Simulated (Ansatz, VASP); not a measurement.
# CdS: VASP beside Ansatz

INCAR

```
SYSTEM = CdS
  ALGO = Normal
  EDIFF = 1E-7
  ENCUT = 520
  GGA = CA
  ISIF = 2
  ISMEAR = 0
  LASPH = .True.
  LCHARG = .False.
  LREAL = .False.
  LWAVE = .False.
  NBANDS = 16
  NELM = 60
  PREC = Accurate
  SIGMA = 0.05
```

Contents of KPOINTS:

```
k-points
0
Gamma
  9 9 6
  0 0 0
```

Contents of POSCAR:

```
CdS
1.0
    4.2611695877      0.0000000000      0.0000000000
   -2.1305847939      3.6902811128      0.0000000000
    0.0000000000      0.0000000000      5.8041729400
Cd S
1 1
Direct
    0.0000000000      0.0000000000      0.4426919200
    0.5853879446      0.2926939723      0.4353302217
```

Input for Ansatz:

```yaml
crystal:
  lattice:
    - [4.2611695877, 0.0, 0.0]
    - [-2.1305847939, 3.6902811128, 0.0]
    - [0.0, 0.0, 5.80417294]
  atoms:
    - { symbol: Cd, position: [0.0, 0.0, 0.44269192] }
    - { symbol: S, position: [0.5853879446, 0.2926939723, 0.4353302217] }
basis:
  ecutwfc: 420
kpoints:
  mp_grid: { grid: [9, 9, 6] }
hamiltonian:
  xc: lda
scf:
  occupations: { method: gaussian, width: 0.05 }
output:
  forces: true
  stress: true
  eigenvalues: true
```

Change from the starting cell: all S atoms moved +0.300 Å, as atom 2 towards its neighbour atom 1 (Cd) at 2.461 Å.

Alike in both runs: task single point; functional LDA; k mesh 9 × 9 × 6; occupations gaussian, width 0.05 eV; no spin polarisation.

```csv
,VASP,Ansatz
version,VASP 6.6.1,Ansatz 0.2.0
potentials or method,"VASP PAW LDA potentials, release 64 (Cd, S), cutoff 520 eV","scalar-relativistic, plane waves, PAW"
valence electrons in the cell,18,26
```

|  | VASP | Ansatz | Ansatz less VASP |
| --- | --- | --- | --- |
| gap on the k mesh at the Fermi level (eV) | 0.96 | 0.93 | -0.030 |
| least direct gap on the mesh (eV) | 0.96 | 0.93 | -0.030 |
| pressure (GPa) | 0.3 | 0.0 | -0.30 |
| traceless stress, the component that is largest in VASP (GPa) | 5.52 | 5.27 | -0.247 |
| rms of the force components (eV/Å) | 2.200 | 2.116 | -0.0836 |

LDA's correlation is that of Perdew and Zunger in VASP and of Perdew and Wang (1992) in Ansatz. Atom by atom the forces differ by 0.084 eV/Å (rms over components). VASP's potentials hold 18 valence electrons a cell and Ansatz's 26, so a difference there can come from the potentials and not from the codes.
